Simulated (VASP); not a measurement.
# SnS4 (P1) in VASP: single point with PBE

Aim: the single point of SnS4 with PBE.

All numbers are computed with VASP 6.6.1; they aren't measurements. Logs are shortened: lines on timing, memory, paths and dates and some standing lists are left out, and cuts for length are marked.

### Step 1. The cell of the first run

The typed cell holds 10 atoms: a = 5.285 Å, b = 5.167 Å, c = 11.697 Å, α = 87.59°, β = 92.01°, γ = 90.90°.

### Step 2. Single point, PBE

INCAR

```
SYSTEM = SnS4
  ALGO = Normal
  EDIFF = 1E-7
  ENCUT = 520
  GGA = PE
  ISIF = 2
  ISMEAR = 0
  LASPH = .TRUE.
  LCHARG = .FALSE.
  LREAL = .FALSE.
  LWAVE = .FALSE.
  NBANDS = 49
  NELM = 80
  PREC = Accurate
  SIGMA = 0.1
```

KPOINTS

```
k-points
0
G
  4 4 2
  0 0 0
```

POSCAR

```
SnS4
1.0
    5.2733968840     -0.0367692456      0.3453110759
   -0.0526704903      5.1652679233      0.1180157393
   -1.1724143683      0.2143041239     11.6361226658
Sn S
2 8
Direct
    0.7678946310      0.6630278869      0.3051091941
    0.7655307138      0.3609397266      0.8092955448
    0.9242533643      0.3949463923      1.0209053827
    0.9268894435      0.5758841927      0.5155257276
    0.3691836480      1.0556791890      0.9186001329
    0.3810887057      0.9419759283      0.4177094672
    0.2993502490      0.4202021473     -0.0166646169
    0.3032492753      0.5633529729      0.4810505499
    0.1393599215     -0.0090095741      0.2731400431
    0.1232000481      1.0330011384      0.7753285743
```

Potentials or basis: VASP PAW PBE potentials, release 64 (Sn_d, S).

The run is started by

```sh
> cat potpaw_PBE.64/Sn_d/POTCAR potpaw_PBE.64/S/POTCAR > POTCAR
> mpirun -np 1 vasp_std > vasp.out
```

OUTCAR:

```text
SYSTEM = SnS4
   EDIFF = 1E-7
   ENCUT = 520
   GGA = PE
   ISIF = 2
   ISMEAR = 0
   LASPH = .TRUE.
   LREAL = .FALSE.
   NELM = 80
   PREC = Accurate

 ion  position               nearest neighbor table
   1  0.768  0.663  0.305-   4 2.60   9 2.60   6 2.90
   2  0.766  0.361  0.809-   3 2.60  10 2.61   5 2.90
   3  0.924  0.395  0.021-   7 2.05   2 2.60
   4  0.927  0.576  0.516-   8 2.05   1 2.60
   5  0.369  0.056  0.919-  10 2.09   7 2.10   2 2.90
   6  0.381  0.942  0.418-   9 2.09   8 2.10   1 2.90
   7  0.299  0.420  0.983-   3 2.05   5 2.10
   8  0.303  0.563  0.481-   4 2.05   6 2.10
   9  0.139  0.991  0.273-   6 2.09   1 2.60
  10  0.123  0.033  0.775-   5 2.09   2 2.61

  LATTYP: Found a triclinic cell.
 ALAT       =     5.1668844205
 B/A-ratio  =     1.4192208150
 C/A-ratio  =     2.2638402659
 COS(alpha) =     0.0043082227
 COS(beta)  =     0.0420592233
 COS(gamma) =     0.6933441045

  Lattice vectors:

 A1 = (   0.0526704903,  -5.1652679233,  -0.1180157393)
 A2 = (  -5.2207263937,  -5.1284986777,  -0.4633268152)
 A3 = (   1.1724143683,  -0.2143041239, -11.6361226658)

Analysis of symmetry for initial positions (statically):
=====================================================================
 Subroutine PRICEL returns:
 Original cell was already a primitive cell.

 Routine SETGRP: Setting up the symmetry group for a
 triclinic supercell.

 Subroutine GETGRP returns: Found  1 space group operations
 (whereof  1 operations were pure point group operations)
 out of a pool of  2 trial point group operations.

The static configuration has the point symmetry C_1 .

Analysis of symmetry for dynamics (positions and initial velocities):
=====================================================================
 Subroutine PRICEL returns:
 Original cell was already a primitive cell.

 Routine SETGRP: Setting up the symmetry group for a
 triclinic supercell.

 Subroutine GETGRP returns: Found  1 space group operations
 (whereof  1 operations were pure point group operations)
 out of a pool of  2 trial point group operations.

The dynamic configuration has the point symmetry C_1 .

 Subroutine INISYM returns: Found  1 space group operations
 (whereof  1 operations are pure point group operations),
 and found     1 'primitive' translations

----------------------------------------------------------------------------------------

                                     Primitive cell

  volume of cell :     318.8870

  direct lattice vectors                    reciprocal lattice vectors
     5.273396884 -0.036769246  0.345311076     0.188400251  0.001488041  0.018955134
    -0.052670490  5.165267923  0.118015739     0.001573764  0.193694730 -0.003408736
    -1.172414368  0.214304124 11.636122666    -0.005606887 -0.002008647  0.085411343

  length of vectors
     5.284818484  5.166884420 11.697001000     0.189357244  0.193731114  0.085618744

  position of ions in fractional coordinates (direct lattice)
     0.767894631  0.663027887  0.305109194
     0.765530714  0.360939727  0.809295545
     0.924253364  0.394946392  0.020905383
     0.926889444  0.575884193  0.515525728
     0.369183648  0.055679189  0.918600133
     0.381088706  0.941975928  0.417709467
     0.299350249  0.420202147  0.983335383
     0.303249275  0.563352973  0.481050550
     0.139359922  0.990990426  0.273140043
     0.123200048  0.033001138  0.775328574

  ion indices of the primitive-cell ions
   primitive index   ion index
                 1           1
                 2           2
                 3           3
                 4           4
                 5           5
                 6           6
                 7           7
                 8           8
                 9           9
                10          10

----------------------------------------------------------------------------------------

 KPOINTS: k-points

Automatic generation of k-mesh.
 Grid dimensions read from file:
 generate k-points for:    4    4    2

 Generating k-lattice:

  Cartesian coordinates                     Fractional coordinates (reciprocal lattice)
     0.047100063  0.000372010  0.004738784     0.250000000 -0.000000000 -0.000000000
     0.000393441  0.048423682 -0.000852184     0.000000000  0.250000000  0.000000000
    -0.002803443 -0.001004324  0.042705672    -0.000000000  0.000000000  0.500000000

  Length of vectors
     0.047339311  0.048432779  0.042809372

  Shift w.r.t. Gamma in fractional coordinates (k-lattice)
     0.000000000  0.000000000  0.000000000

 Subroutine IBZKPT returns following result:
 ===========================================

 Found     20 irreducible k-points:

 Following reciprocal coordinates:
            Coordinates               Weight
  0.000000  0.000000  0.000000      1.000000
  0.250000 -0.000000  0.000000      2.000000
  0.500000 -0.000000  0.000000      1.000000
  0.000000  0.250000  0.000000      2.000000
  0.250000  0.250000  0.000000      2.000000
  0.500000  0.250000  0.000000      2.000000
[... 12 lines left out ...]
  0.250000  0.500000  0.500000      2.000000
  0.500000  0.500000  0.500000      1.000000
   k-points           NKPTS =     20   k-points in BZ     NKDIM =     20   number of bands    NBANDS=     49
   number of dos      NEDOS =    301   number of ions     NIONS =     10
   total plane-waves  NPLWV = 144000
   dimension x,y,z NGX =    40 NGY =   40 NGZ =   90
   dimension x,y,z NGXF=    80 NGYF=   80 NGZF=  180
   ions per type =               2   8
   NGX,Y,Z   is equivalent  to a cutoff of  12.58, 12.87, 12.79 a.u.
   NGXF,Y,Z  is equivalent  to a cutoff of  25.17, 25.74, 25.58 a.u.
 SYSTEM =  SnS4
   PREC   = accura    normal or accurate (medium, high low for compatibility)
   ISTART =      0    job   : 0-new  1-cont  2-samecut
   ICHARG =      2    charge: 1-file 2-atom 10-const
   ISPIN  =      1    spin polarized calculation?
   LNONCOLLINEAR =      F non collinear calculations
   LSORBIT =      F    spin-orbit coupling
   LASPH  =      T    aspherical Exc in radial PAW
   ENCUT  =  520.0 eV  38.22 Ry    6.18 a.u.   9.83  9.61 21.75*2*pi/ulx,y,z
   NELM   =     80;   NELMIN=  2; NELMDL= -5     # of ELM steps
   EDIFF  = 0.1E-06   stopping-criterion for ELM
   LREAL  =      F    real-space projection
   EDIFFG = 0.1E-05   stopping-criterion for IOM
   NSW    =      0    number of steps for IOM
   IBRION =     -1    ionic relax: 0-MD 1-quasi-New 2-CG
   NFREE  =      0    steps in history (QN), initial steepest desc. (CG)
   ISIF   =      2    stress and relaxation
   ISYM   =      2    0-nonsym 1-usesym 2-fastsym
   POTIM  = 0.5000    time-step for ionic-motion
   TEBEG  =    0.0;   TEEND  =   0.0 temperature during run
   PSTRESS=    0.0 pullay stress
   NELECT =      76.0000    total number of electrons
   NUPDOWN=      -1.0000    fix difference up-down
   EMIN   =  10.00;   EMAX   =-10.00  energy-range for DOS
   EFERMI =   0.00;   METHOD = LEGACY
   ISMEAR =     0;   SIGMA  =   0.10  broadening in eV -4-tet -1-fermi 0-gaus
   EFERMI_NEDOS =   21; number of points for ismear=-14 and -15
   IALGO  =     38    algorithm
   IMIX   =      4    mixing-type and parameters
     AMIX     =   0.40;   BMIX     =  1.00
     AMIX_MAG =   1.60;   BMIX_MAG =  1.00
  volume/ion in A,a.u.               =      31.89       215.20
  Fermi-wavevector in a.u.,A,eV,Ry     =   1.015002  1.918076 14.017128  1.030230
  Thomas-Fermi vector in A             =   2.148263
   LORBIT       =      0    0 simple, 1 ext, 2 COOP (PROOUT), +10 PAW based schemes
   GGA     = PE    functional components
   LHFCALC =     F    Hartree Fock is set to
   AEXX    =    0.0000 exact exchange contribution
   IVDW    =     0    specifies the selected vdW correction
   LEPSILON=     F    determine dielectric tensor
   LRPA    =     F    only Hartree local field effects (RPA)
 non-spin polarized calculation
 Gauss-broadening in eV      SIGMA  =   0.10
  energy-cutoff  :      520.00
  volume of cell :      318.89
 maximum number of plane-waves:      8611
   NGX = 19   NGY = 19   NGZ = 43

 number of electron      75.9999994 magnetization

 Free energy of the ion-electron system (eV)
  ---------------------------------------------------
  ext. energy  EPLUGINS =         0.00000000
  ---------------------------------------------------
  free energy    TOTEN  =       -40.96172937 eV

  energy without entropy =      -40.96172937  energy(sigma->0) =      -40.96172937

 E-fermi :   2.1533     XC(G=0):  -7.6510

 val. band max:        1.6990906423   @ k =   0.2500   0.5000   0.5000
 cond. band min:       3.4748387421   @ k =   0.5000   0.5000   0.5000
 fundamental gap:      1.7757480998
 Fermi energy:         2.1533193673

 k-point     1 :       0.0000    0.0000    0.0000
  band No.  band energies     occupation
      1     -19.2623      2.00000
      2     -19.2529      2.00000
      3     -19.2427      2.00000
      4     -19.2322      2.00000
      5     -19.1879      2.00000
      6     -19.1752      2.00000
[... 41 lines left out ...]
     48       6.1254      0.00000
     49       6.7309      0.00000

 k-point     2 :       0.2500   -0.0000    0.0000
  band No.  band energies     occupation
      1     -19.2632      2.00000
      2     -19.2537      2.00000
      3     -19.2424      2.00000
      4     -19.2319      2.00000
      5     -19.1878      2.00000
      6     -19.1750      2.00000
[... 41 lines left out ...]
     48       5.8713      0.00000
     49       6.3088      0.00000

 k-point     3 :       0.5000   -0.0000    0.0000
  band No.  band energies     occupation
      1     -19.2640      2.00000
      2     -19.2546      2.00000
      3     -19.2422      2.00000
      4     -19.2317      2.00000
      5     -19.1877      2.00000
      6     -19.1749      2.00000
[... 873 lines left out ...]
     48       5.8298      0.00000
     49       6.3169      0.00000

 k-point    20 :       0.5000    0.5000    0.5000
  band No.  band energies     occupation
      1     -19.2647      2.00000
      2     -19.2552      2.00000
      3     -19.2418      2.00000
      4     -19.2313      2.00000
      5     -19.1873      2.00000
      6     -19.1746      2.00000
[... 41 lines left out ...]
     48       5.6814      0.00000
     49       6.6055      0.00000

------------------------ aborting loop because EDIFF is reached ----------------------------------------

  FORCE on cell =-STRESS in cart. coord.  units (eV):
  Direction    XX          YY          ZZ          XY          YZ          ZX
  --------------------------------------------------------------------------------------
  -------------------------------------------------------------------------------------
  Total       -0.5059190     -0.2402671     -0.3958257      0.0116022      0.0017024     -0.0303275
  in kB       -2.5418779     -1.2071686     -1.9887384      0.0582926      0.0085532     -0.1523739
  external PRESSURE =      -1.9125950 kB  Pullay stress =       0.0000000 kB

 VOLUME and BASIS-vectors are now :
 -----------------------------------------------------------------------------
  energy-cutoff  :      520.00
  volume of cell :      318.89
      direct lattice vectors                 reciprocal lattice vectors
     5.273396884 -0.036769246  0.345311076     0.188400251  0.001488041  0.018955134
    -0.052670490  5.165267923  0.118015739     0.001573764  0.193694730 -0.003408736
    -1.172414368  0.214304124 11.636122666    -0.005606887 -0.002008647  0.085411343

 POSITION                                       TOTAL-FORCE (eV/Angst)
 -----------------------------------------------------------------------------------
      3.65678      3.46187      3.89370        -0.004664     -0.004334      0.000204
      3.06911      2.00964      9.72401         0.001585      0.020806     -0.003074
      4.82864      2.01050      0.60902         0.121124     -0.004393     -0.026267
      4.25311      3.05099      6.38675         0.114520      0.007107     -0.009344
      0.86694      0.47088     10.82300        -0.088688      0.056060     -0.046262
      1.47029      4.94106      5.10328        -0.066158     -0.073511     -0.048322
      0.40358      2.37018     11.59517        -0.100260     -0.074318     -0.018259
      1.00549      3.00181      5.76876        -0.104855      0.089926     -0.033483
      0.36247      5.17214      3.34337         0.060360     -0.014551      0.093205
     -0.26106      0.33209      9.06826         0.067035     -0.002792      0.091601
 -----------------------------------------------------------------------------------
    total drift:                               -0.000469     -0.000041     -0.000760

  FREE ENERGIE OF THE ION-ELECTRON SYSTEM (eV)
  ---------------------------------------------------
  free  energy   TOTEN  =       -40.9617293746 eV

  energy  without entropy=      -40.9617293746  energy(sigma->0) =      -40.96172937
```

Run time: 3.2 min. Hardware: 1 thread of Oxide Virtual Turin-like, shared host; peak memory 0.45 GiB.

Results:

- Free energy: -40.9617 eV
- Pressure: -0.2 GPa
- Largest force: 0.142 eV/Å
- Band gap on the k mesh: 1.78 eV (least direct gap 1.81 eV)

Forces on the atoms (eV/Å):
```
Sn  -0.005 -0.004  0.000
Sn   0.002  0.021 -0.003
S    0.121 -0.004 -0.026
S    0.115  0.007 -0.009
S   -0.089  0.056 -0.046
S   -0.066 -0.074 -0.048
S   -0.100 -0.074 -0.018
S   -0.105  0.090 -0.033
S    0.060 -0.015  0.093
S    0.067 -0.003  0.092
```

Levels at points of the mesh, in eV from the valence-band top:
| k point | band 36 | band 37 | band 38 | band 39 | band 40 | band 41 |
| --- | --- | --- | --- | --- | --- | --- |
| (0.00, 0.00, 0.00) | -0.65 | -0.47 | -0.29 | 2.28 | 2.34 | 2.60 |
| (0.50, 0.00, 0.00) | -0.44 | -0.41 | -0.04 | 1.83 | 1.95 | 2.31 |
| (0.00, 0.50, 0.00) | -0.72 | -0.11 | -0.02 | 1.92 | 2.10 | 2.20 |
| (0.50, 0.50, 0.00) | -0.37 | -0.06 | -0.02 | 1.79 | 1.80 | 2.18 |
| (0.00, 0.00, 0.50) | -0.66 | -0.44 | -0.39 | 2.33 | 2.39 | 2.61 |
| (0.50, 0.00, 0.50) | -0.67 | -0.31 | -0.26 | 1.89 | 1.93 | 2.40 |
| (0.00, 0.50, 0.50) | -0.75 | -0.11 | -0.03 | 2.01 | 2.02 | 2.33 |
| (0.50, 0.50, 0.50) | -0.35 | -0.13 | -0.10 | 1.78 | 1.79 | 2.18 |

Caveat: spin-orbit coupling is left out, which moves the levels of the heavy elements. A k mesh can miss the band edges.
